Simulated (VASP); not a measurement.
Write the native input for VASP 6.6.1 that does the following.

```yaml
Task: single point
Functional: PBE
Potentials_or_basis: VASP PAW PBE potentials, release 64 (Mn_pv, S)
Cutoff: 520 eV
k_mesh: 10 × 10 × 10
Occupations: fermi-dirac, width 0.03 eV
Spin: collinear spin, ferromagnetic start
Starting_moments: "[4.0, 0.0] μB"
Dipole_correction: no
k_mesh_for_the_DOS: 15 × 15 × 15
Occupations_for_the_DOS: tetrahedron
Further_INCAR_settings: ALGO = Normal; EDIFF = 1e-07
```

MnS:

```
Mn S
1.0
     0.00000    2.80000    2.80000
     2.80000    0.00000    2.80000
     2.80000    2.80000    0.00000
Mn S
1 1
Direct
  0.00000 0.00000 0.00000
  0.75000 0.75000 0.75000
```

These files were run (other wordings do the same):

POSCAR

```
MnS
1.0
    0.0000000000      2.8000000000      2.8000000000
    2.8000000000      0.0000000000      2.8000000000
    2.8000000000      2.8000000000      0.0000000000
Mn S
1 1
Direct
    0.0000000000      0.0000000000      0.0000000000
    0.7500000000      0.7500000000      0.7500000000
```

INCAR.step1

```
ALGO = Normal
EDIFF = 1E-7
ENCUT = 520
GGA = PE
ISIF = 2
ISMEAR = -1
ISPIN = 2
LASPH = T
LCHARG = T
LMAXMIX = 4
LREAL = F
LWAVE = F
MAGMOM = 4 0
NBANDS = 20
NELM = 150
PREC = Accurate
SIGMA = 0.03
```

KPOINTS.step1

```
k-points
0
Gamma
  10 10 10
```

INCAR.step2

```
ALGO = Normal
EDIFF = 1E-7
ENCUT = 520
GGA = PE
ICHARG = 11
ISIF = 2
ISMEAR = -5
ISPIN = 2
LASPH = T
LCHARG = F
LMAXMIX = 4
LORBIT = 10
LREAL = F
LWAVE = F
MAGMOM = 4 0
NEDOS = 1001
NELM = 150
PREC = Accurate
SIGMA = 0.03
```

KPOINTS.step2

```
k-points
0
Gamma
  15 15 15
```

Potentials or basis: VASP PAW PBE potentials, release 64 (Mn_pv, S).

The run is started by

```bash
$ cat potpaw_PBE.64/Mn_pv/POTCAR potpaw_PBE.64/S/POTCAR > POTCAR
$ cp INCAR.step1 INCAR
$ cp KPOINTS.step1 KPOINTS
$ mpirun -np 1 vasp_std > vasp.out
$ cp INCAR.step2 INCAR
$ cp KPOINTS.step2 KPOINTS
$ mpirun -np 1 vasp_std > vasp.out
```

Results of the run:

```json
{"Net moment": "4.93 μB per cell", "Site moments": "Mn +4.34; S +0.09 μB", "Valence electrons inside the program's atomic spheres": "Mn 11.37; S 3.77"}
```

Caveat: a cell with one magnetic atom can't hold antiferromagnetic order, which such compounds often take.

Run time: 3.4 min on 1 thread of Oxide Virtual Turin-like Processor (shared host), peak memory 0.23 GiB.
